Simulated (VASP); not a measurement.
# Bi (Im-3m) in VASP: a series of runs, part 2 of 2

VASP 6.6.1. The steps go on from the part before.

### Step 5. Single point, r2SCAN

This run uses another cell than the first one, of 31.12 Å³/atom, 1.087 times its volume.

Contents of POSCAR:

```
Bi
1.0
   -1.9814310000      1.9814310000      1.9814310000
    1.9814310000     -1.9814310000      1.9814310000
    1.9814310000      1.9814310000     -1.9814310000
Bi
1
Direct
    0.0000000000      0.0000000000      0.0000000000
```

Contents of INCAR.step1:

```
SYSTEM = Bi
PREC = Accurate
ENCUT = 520
ISMEAR = 0
SIGMA = 0.05
LREAL = .FALSE.
LASPH = .TRUE.
NELM = 100
NBANDS = 14
GGA = PE
ALGO = Normal
EDIFF = 1E-4
LWAVE = .TRUE.
LCHARG = .FALSE.
```

Contents of INCAR.step2:

```
SYSTEM = Bi
PREC = Accurate
ENCUT = 520
EDIFF = 1E-6
ISMEAR = 0
SIGMA = 0.05
LREAL = .FALSE.
LASPH = .TRUE.
NELM = 100
ALGO = Normal
ISIF = 2
LWAVE = .FALSE.
LCHARG = .TRUE.
METAGGA = R2SCAN
LMIXTAU = .TRUE.
LELF = .TRUE.
LVHAR = .TRUE.
NBANDS = 14
ISTART = 1
```

Contents of KPOINTS:

```
Automatic mesh
0
G
  8 8 8
  0 0 0
```

Potentials or basis: VASP PAW PBE potentials, release 64 (Bi_d).

The run is started by

```bash
$ cat potpaw_PBE.64/Bi_d/POTCAR > POTCAR
$ cp INCAR.step1 INCAR
$ mpirun -np 1 vasp_std > vasp.out
$ cp INCAR.step2 INCAR
$ mpirun -np 1 vasp_std > vasp.out
```

OUTCAR:

```text
SYSTEM = Bi
   PREC = Accurate
   ENCUT = 520
   EDIFF = 1E-6
   ISMEAR = 0
   LREAL = .FALSE.
   LASPH = .TRUE.
   NELM = 100
   ISIF = 2
   METAGGA = R2SCAN
   ISTART = 1

 ion  position               nearest neighbor table
   1  0.000  0.000  0.000-

  LATTYP: Found a body centered cubic cell.
 ALAT       =     3.9628620000

  Lattice vectors:

 A1 = (  -1.9814310000,   1.9814310000,   1.9814310000)
 A2 = (   1.9814310000,  -1.9814310000,   1.9814310000)
 A3 = (   1.9814310000,   1.9814310000,  -1.9814310000)

Analysis of symmetry for initial positions (statically):
=====================================================================
 Subroutine PRICEL returns:
 Original cell was already a primitive cell.

 Routine SETGRP: Setting up the symmetry group for a
 body centered cubic supercell.

 Subroutine GETGRP returns: Found 48 space group operations
 (whereof 48 operations were pure point group operations)
 out of a pool of 48 trial point group operations.

The static configuration has the point symmetry O_h .

Analysis of symmetry for dynamics (positions and initial velocities):
[... 171 lines left out ...]
      5     -15.7767      2.00000
      6      -6.2925      2.00000
      7      13.1757      0.00000
      8      13.1757      0.00000
      9      13.1757      0.00000
     10      17.9533      0.00000
     11      19.1155      0.00000
     12      19.1155      0.00000
     13      19.1155      0.00000
     14      20.0023      0.00000
[... 377 lines left out ...]
      1     -15.8777      2.00000
      2     -15.8431      2.00000
      3     -15.8321      2.00000
      4     -15.7863      2.00000
      5     -15.7320      2.00000
      6      -2.8408      2.00000
      7       4.9920      2.00000
      8       7.6018      2.00000
      9       8.3017      0.00000
     10      13.6989      0.00000
     11      17.8745      0.00000
     12      20.0962      0.00000
     13      20.2514      0.00000
     14      24.0781      0.00000

 [... further k-points ...]

------------------------ aborting loop because EDIFF is reached ----------------------------------------

  FORCE on cell =-STRESS in cart. coord.  units (eV):
  Direction    XX          YY          ZZ          XY          YZ          ZX
  --------------------------------------------------------------------------------------
  -------------------------------------------------------------------------------------
  Total       -0.0365694     -0.0365694     -0.0365694     -0.0000000     -0.0000000      0.0000000
  in kB       -1.8829202     -1.8829202     -1.8829202     -0.0000000     -0.0000000      0.0000000
  external PRESSURE =      -1.8829202 kB  Pullay stress =       0.0000000 kB

 VOLUME and BASIS-vectors are now :
 -----------------------------------------------------------------------------
  energy-cutoff  :      520.00
  volume of cell :       31.12
      direct lattice vectors                 reciprocal lattice vectors
    -1.981431000  1.981431000  1.981431000     0.000000000  0.252342877  0.252342877
     1.981431000 -1.981431000  1.981431000     0.252342877  0.000000000  0.252342877
     1.981431000  1.981431000 -1.981431000     0.252342877  0.252342877  0.000000000

 POSITION                                       TOTAL-FORCE (eV/Angst)
 -----------------------------------------------------------------------------------
      0.00000      0.00000      0.00000         0.000000     -0.000000     -0.000000
 -----------------------------------------------------------------------------------
    total drift:                               -0.000000     -0.000000     -0.000000

  FREE ENERGIE OF THE ION-ELECTRON SYSTEM (eV)
  ---------------------------------------------------
  free  energy   TOTEN  =       -58.2415136345 eV

  energy  without entropy=      -58.2391690010  energy(sigma->0) =      -58.24034132
```

Wall time 25 s (1 thread of Intel Xeon 6975P-C (Granite Rapids), shared host); peak memory 0.16 GiB.

Results:

```
Free energy : -58.2415 eV
Pressure    : -0.2 GPa
```

Caveat: the PAW data sets were made with another functional, which shifts forces and pressure a little; spin-orbit coupling is left out, which moves the levels of the heavy elements.

### Step 6. Single point, r2SCAN

This run uses another cell than the first one, of 31.95 Å³/atom, 1.116 times its volume.

Contents of POSCAR:

```
Bi
1.0
   -1.9988894414      1.9988894414      1.9988894414
    1.9988894414     -1.9988894414      1.9988894414
    1.9988894414      1.9988894414     -1.9988894414
Bi
1
Direct
    0.0000000000      0.0000000000      0.0000000000
```

Contents of INCAR.step1:

```
PREC = Accurate
ENCUT = 520
ISMEAR = 0
SIGMA = 0.05
LREAL = False
LASPH = True
NELM = 100
NBANDS = 14
GGA = PE
ALGO = Normal
EDIFF = 1E-4
LWAVE = True
LCHARG = False
```

Contents of INCAR.step2:

```
PREC = Accurate
ENCUT = 520
EDIFF = 1E-7
ISMEAR = 0
SIGMA = 0.05
LREAL = False
LASPH = True
NELM = 100
ALGO = Normal
ISIF = 2
LWAVE = False
LCHARG = True
METAGGA = R2SCAN
LMIXTAU = True
LELF = True
LVHAR = True
NBANDS = 14
ISTART = 1
```

Contents of KPOINTS:

```
regular mesh
0
Gamma
  8 8 8
```

Potentials or basis: VASP PAW PBE potentials, release 64 (Bi_d).

The run is started by

```bash
$ cat potpaw_PBE.64/Bi_d/POTCAR > POTCAR
$ cp INCAR.step1 INCAR
$ mpirun -np 1 vasp_std > vasp.out
$ cp INCAR.step2 INCAR
$ mpirun -np 1 vasp_std > vasp.out
```

OUTCAR:

```text
PREC = Accurate
   ENCUT = 520
   EDIFF = 1E-7
   ISMEAR = 0
   LREAL = False
   LASPH = True
   NELM = 100
   ISIF = 2
   METAGGA = R2SCAN
   ISTART = 1

 ion  position               nearest neighbor table
   1  0.000  0.000  0.000-

  LATTYP: Found a body centered cubic cell.
 ALAT       =     3.9977788828

  Lattice vectors:

 A1 = (  -1.9988894414,   1.9988894414,   1.9988894414)
 A2 = (   1.9988894414,  -1.9988894414,   1.9988894414)
 A3 = (   1.9988894414,   1.9988894414,  -1.9988894414)

Analysis of symmetry for initial positions (statically):
=====================================================================
 Subroutine PRICEL returns:
 Original cell was already a primitive cell.

 Routine SETGRP: Setting up the symmetry group for a
 body centered cubic supercell.

 Subroutine GETGRP returns: Found 48 space group operations
 (whereof 48 operations were pure point group operations)
 out of a pool of 48 trial point group operations.

The static configuration has the point symmetry O_h .

Analysis of symmetry for dynamics (positions and initial velocities):
=====================================================================
 Subroutine PRICEL returns:
 Original cell was already a primitive cell.

 Routine SETGRP: Setting up the symmetry group for a
 body centered cubic supercell.

 Subroutine GETGRP returns: Found 48 space group operations
 (whereof 48 operations were pure point group operations)
 out of a pool of 48 trial point group operations.

The dynamic configuration has the point symmetry O_h .

 Subroutine INISYM returns: Found 48 space group operations
 (whereof 48 operations are pure point group operations),
 and found     1 'primitive' translations

----------------------------------------------------------------------------------------
[... 116 lines left out ...]
   METAGGA = R2SCAN    functional components
   LHFCALC =     F    Hartree Fock is set to
   AEXX    =    0.0000 exact exchange contribution
   IVDW    =     0    specifies the selected vdW correction
   LEPSILON=     F    determine dielectric tensor
   LRPA    =     F    only Hartree local field effects (RPA)
 non-spin polarized calculation
 Gauss-broadening in eV      SIGMA  =   0.05
  energy-cutoff  :      520.00
  volume of cell :       31.95
 maximum number of plane-waves:       887
 NGX is ok and might be reduce to    28
   NGX = 13   NGY = 13   NGZ = 13

 number of electron      15.0000001 magnetization

 Free energy of the ion-electron system (eV)
  ---------------------------------------------------
  ext. energy  EPLUGINS =         0.00000000
  ---------------------------------------------------
  free energy    TOTEN  =       -58.23732365 eV

  energy without entropy =      -58.23503186  energy(sigma->0) =      -58.23617775

 E-fermi :   7.5564     XC(G=0): -10.9244

 val. band max:        7.5464075687   @ k =   0.2500   0.2500   0.1250
 cond. band min:       7.8254053387   @ k =   0.3750   0.1250   0.0000
 fundamental gap:      0.2789977700
 Fermi energy:         7.5563772619

 k-point     1 :       0.0000    0.0000    0.0000
  band No.  band energies     occupation
      1     -16.2249      2.00000
      2     -16.2249      2.00000
      3     -16.2249      2.00000
      4     -16.0939      2.00000
      5     -16.0939      2.00000
      6      -6.4324      2.00000
      7      12.6524      0.00000
      8      12.6524      0.00000
      9      12.6524      0.00000
     10      17.2785      0.00000
     11      18.7833      0.00000
     12      18.7833      0.00000
     13      18.7833      0.00000
     14      19.5058      0.00000
[... 377 lines left out ...]
      1     -16.1857      2.00000
      2     -16.1544      2.00000
      3     -16.1442      2.00000
      4     -16.1021      2.00000
      5     -16.0525      2.00000
      6      -3.1237      2.00000
      7       4.7216      2.00000
      8       7.2815      2.00000
      9       7.9453      0.00000
     10      13.3700      0.00000
     11      17.4464      0.00000
     12      19.6314      0.00000
     13      19.7652      0.00000
     14      23.5748      0.00000

 [... further k-points ...]

------------------------ aborting loop because EDIFF is reached ----------------------------------------

  FORCE on cell =-STRESS in cart. coord.  units (eV):
  Direction    XX          YY          ZZ          XY          YZ          ZX
  --------------------------------------------------------------------------------------
  -------------------------------------------------------------------------------------
  Total       -0.3127084     -0.3127084     -0.3127084     -0.0000000      0.0000000     -0.0000000
  in kB      -15.6828065    -15.6828065    -15.6828065     -0.0000000      0.0000000     -0.0000000
  external PRESSURE =     -15.6828065 kB  Pullay stress =       0.0000000 kB

 VOLUME and BASIS-vectors are now :
 -----------------------------------------------------------------------------
  energy-cutoff  :      520.00
  volume of cell :       31.95
      direct lattice vectors                 reciprocal lattice vectors
    -1.998889441  1.998889441  1.998889441     0.000000000  0.250138897  0.250138897
     1.998889441 -1.998889441  1.998889441     0.250138897  0.000000000  0.250138897
     1.998889441  1.998889441 -1.998889441     0.250138897  0.250138897  0.000000000

 POSITION                                       TOTAL-FORCE (eV/Angst)
 -----------------------------------------------------------------------------------
      0.00000      0.00000      0.00000         0.000000     -0.000000     -0.000000
 -----------------------------------------------------------------------------------
    total drift:                               -0.000000     -0.000000     -0.000000

  FREE ENERGIE OF THE ION-ELECTRON SYSTEM (eV)
  ---------------------------------------------------
  free  energy   TOTEN  =       -58.2373236499 eV

  energy  without entropy=      -58.2350318588  energy(sigma->0) =      -58.23617775
```

OUTCAR.step1:

```text
PREC = Accurate
   ENCUT = 520
   ISMEAR = 0
   LREAL = False
   LASPH = True
   NELM = 100
[... 623 lines left out ...]

 POSITION                                       TOTAL-FORCE (eV/Angst)
 -----------------------------------------------------------------------------------
      0.00000      0.00000      0.00000         0.000000     -0.000000     -0.000000
 -----------------------------------------------------------------------------------
    total drift:                               -0.000000     -0.000000     -0.000000

  FREE ENERGIE OF THE ION-ELECTRON SYSTEM (eV)
  ---------------------------------------------------
  free  energy   TOTEN  =        -3.7262399337 eV

  energy  without entropy=       -3.7243938102  energy(sigma->0) =       -3.72531687
```

OSZICAR.step1:

```text
N       E                     dE             d eps       ncg     rms          rms(c)
DAV:   1     0.115448176326E+03    0.11545E+03   -0.77690E+03   824   0.124E+03
DAV:   2     0.286372181248E+01   -0.11258E+03   -0.10925E+03   890   0.342E+02
DAV:   3    -0.357006943602E+01   -0.64338E+01   -0.64164E+01   998   0.787E+01
DAV:   4    -0.372348562228E+01   -0.15342E+00   -0.15339E+00  1070   0.132E+01
DAV:   5    -0.372975723333E+01   -0.62716E-02   -0.62715E-02  1140   0.238E+00    0.465E-01
DAV:   6    -0.372634694065E+01    0.34103E-02   -0.87786E-03  1126   0.123E+00    0.284E-01
DAV:   7    -0.372615491337E+01    0.19203E-03   -0.53851E-03  1070   0.983E-01    0.854E-02
DAV:   8    -0.372623993366E+01   -0.85020E-04   -0.55465E-04  1046   0.339E-01
   1 F= -.37262399E+01 E0= -.37253169E+01  d E =-.184612E-02
```

Wall time 28 s (1 thread of Intel Xeon 6975P-C (Granite Rapids), shared host); peak memory 0.16 GiB.

What came out:

```yaml
Free_energy: -58.2373 eV
Pressure: -1.6 GPa
```

Levels at points of the mesh, in eV from the Fermi level:
```csv
k point,band 4,band 5,band 6,band 7,band 8,band 9,band 10,band 11,band 12,band 13
"(0.00, 0.00, 0.00)",-23.65,-23.65,-13.99,5.10,5.10,5.10,9.72,11.23,11.23,11.23
"(0.50, 0.00, 0.00)",-23.66,-23.57,-10.89,-5.20,1.46,3.58,6.42,7.88,13.09,14.45
"(0.50, 0.50, 0.50)",-23.59,-23.59,-8.71,-1.97,-1.97,-1.97,3.98,3.98,16.11,18.46
```

Caveat: the PAW data sets were made with another functional, which shifts forces and pressure a little; spin-orbit coupling is left out, which moves the levels of the heavy elements.

### Step 7. Overview

| cell | gap on the mesh (eV) | pressure (GPa) |
| --- | --- | --- |
| a = 3.338 Å, angles 109.5°, 1 atom | none | 5.6 |
| a = 3.370 Å, angles 109.5°, 1 atom | none | 3.3 |
| a = 3.401 Å, angles 109.5°, 1 atom | none | 1.4 |
| a = 3.432 Å, angles 109.5°, 1 atom | none | -0.2 |
| a = 3.462 Å, angles 109.5°, 1 atom | none | -1.6 |

Alike in all rows: task single point; level r2SCAN; potentials or basis VASP PAW PBE potentials, release 64 (Bi_d); no spin polarisation; k mesh 8 × 8 × 8; cutoff (eV) 520; smearing gaussian 0.05 eV.

Caveats: the PAW data sets were made with another functional, which shifts forces and pressure a little; spin-orbit coupling is left out, which moves the levels of the heavy elements.

Total energies depend on the potentials used, so only differences within one code and one set of settings carry meaning.
